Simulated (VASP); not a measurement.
Input of a VASP 6.6.1 run:

File INCAR:

```
PREC = Accurate
ENCUT = 700
EDIFF = 1E-6
ISMEAR = 0
SIGMA = 0.1
LREAL = F
LASPH = T
NELM = 120
ALGO = Normal
ISIF = 2
LWAVE = F
LCHARG = T
GGA = PS
LELF = T
LVHAR = T
NBANDS = 16
GGA_COMPAT = F
```

The input KPOINTS:

```
Automatic mesh
0
Gamma
  14 14 14
```

POSCAR

```
Cu
1.0
   -1.4427933200      1.4427933200      1.3760814500
    1.4427933200     -1.4427933200      1.3760814500
    1.4427933200      1.4427933200     -1.3760814500
Cu
1
Direct
    0.0000000000      0.0000000000      0.0000000000
```

Potentials or basis: VASP PAW PBE potentials, release 64 (Cu_sv_GW).

Command:

```sh
$ cat potpaw_PBE.64/Cu_sv_GW/POTCAR > POTCAR
$ mpirun -np 1 vasp_std > vasp.out
```

(1) Predict the pressure.

(2) Predict the band gap on the k mesh.

## Answers

(1) -5.5 GPa.

(2) zero (an odd number of electrons rules out a gap without spin polarisation).

Caveat: the cell stands under tension; the PAW data sets were made with another functional, which shifts forces and pressure a little.
